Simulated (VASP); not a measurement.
Set up this calculation in VASP 6.6.1, as the native input.

| Quantity | Value |
| --- | --- |
| Task | single point |
| Functional | LDA |
| Potentials or basis | VASP PAW LDA potentials, release 64 (Ag) |
| Cutoff | 520 eV |
| k mesh | 10 × 10 × 6 |
| Occupations | fermi-dirac, width 0.05 eV |
| Spin | no spin polarisation |
| Dipole correction | no |
| Further INCAR settings | ALGO = Fast; EDIFF = 1e-07; NBANDS = 18 |

The structure of Ag lies in POSCAR:

```
Ag
1.0
    2.9685570532      0.0000000000      0.0000000000
   -1.4842785266      2.5708458207      0.0000000000
    0.0000000000      0.0000000000      4.8530335443
Ag
2
Direct
    0.6666666667      0.3333333333      0.7500000000
    0.3333333333      0.6666666667      0.2500000000
```

This cell differs from its parent crystal: volume scaled by 1.04.

The input as run:

INCAR

```
PREC = Accurate ; ENCUT = 520
EDIFF = 1E-7 ; ISMEAR = -1
SIGMA = 0.05 ; LREAL = F
LASPH = T ; NELM = 60
ALGO = Fast ; ISIF = 2
LWAVE = F ; LCHARG = F
GGA = CA ; NBANDS = 18
```

KPOINTS

```
regular mesh
0
Gamma
  10 10 6
```

Potentials or basis: VASP PAW LDA potentials, release 64 (Ag).

The run is started by

```console
$ cat potpaw_LDA.64/Ag/POTCAR > POTCAR
$ mpirun -np 1 vasp_std > vasp.out
```

Results of the run:

```yaml
Pressure: -12.8 GPa
Band_gap_on_the_k_mesh: zero (band 11 reaches 9.97 eV, above the bottom of band 12 at 3.76 eV)
```

Wall time 44 s on 1 thread of Intel Xeon 8259CL, with other jobs on the host, peak memory 0.16 GiB.
